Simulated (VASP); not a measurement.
# PbO: relaxation of the atoms with PBE

Crystal: PbO.

```
CELL_PARAMETERS angstrom
3.97440 0.00000 0.00000
0.00000 3.97440 0.00000
0.00000 0.00000 5.02200
ATOMIC_POSITIONS crystal
Pb 0.00000 0.50000 0.23510
Pb 0.50000 0.00000 0.76490
O 0.00000 0.00000 0.00000
O 0.50000 0.50000 0.00000
```

| Property | Result |
| --- | --- |
| Program | VASP 6.6.1 |
| Task | relaxation of the atoms |
| Functional | PBE |
| Potentials or basis | VASP PAW PBE potentials, release 64 (Pb_d, O) |
| Cutoff | 520 eV |
| k mesh | 8 × 8 × 7 |
| Occupations | fermi-dirac, width 0.01 eV |
| Spin | no spin polarisation |
| Dipole correction | no |
| Further INCAR settings | ALGO = Normal; EDIFF = 1e-07; IBRION = 2; EDIFFG = -0.02; NSW = 80 |

```
Energy gained by relaxing : 3.6 meV/atom
Ionic steps               : 3
Pressure after relaxing   : 3.4 GPa
Band gap on the k mesh    : 1.11 eV (least direct gap 2.07 eV)
```

Stress tensor (GPa, compression positive):
```
3.91 0.00 0.00
0.00 3.91 0.00
0.00 0.00 2.25
```

Step by step:
| step | energy change (eV) | largest force (eV/Å) | pressure (GPa) |
| --- | --- | --- | --- |
| 1 | 0.0000 | 0.4956 | 4.95 |
| 2 | -0.0139 | 0.0857 | 3.62 |
| 3 | -0.0143 | 0.0015 | 3.36 |

Final structure:
```yaml
crystal:
  lattice:
    - [3.97440, 0.00000, 0.00000]
    - [0.00000, 3.97440, 0.00000]
    - [0.00000, 0.00000, 5.02200]
  atoms:
    - { symbol: Pb, position: [0.00000, 0.50000, 0.24086] }
    - { symbol: Pb, position: [0.50000, 0.00000, 0.75914] }
    - { symbol: O, position: [0.00000, 0.00000, 0.00000] }
    - { symbol: O, position: [0.50000, 0.50000, 0.00000] }
```

Levels at points of the mesh, in eV from the valence-band top:
| k point | band 16 | band 17 | band 18 | band 19 | band 20 | band 21 | band 22 | band 23 | band 24 |
| --- | --- | --- | --- | --- | --- | --- | --- | --- | --- |
| (0.00, 0.00, 0.00) | -4.19 | -1.68 | -1.57 | -1.57 | 0.00 | 2.43 | 5.53 | 5.53 | 5.61 |
| (0.50, 0.00, 0.00) | -3.17 | -2.92 | -2.92 | -1.70 | -1.70 | 3.36 | 3.36 | 6.66 | 6.66 |
| (0.50, 0.50, 0.00) | -3.39 | -1.71 | -1.71 | -0.97 | -0.97 | 1.11 | 1.11 | 5.22 | 5.22 |

It took 2.9 min on 1 thread of Intel(R) Xeon(R) Platinum 8559C (Emerald Rapids), with other jobs on the host, peak memory 0.25 GiB.

Caveat: spin-orbit coupling is left out, which moves the levels of the heavy elements. A k mesh can miss the band edges.
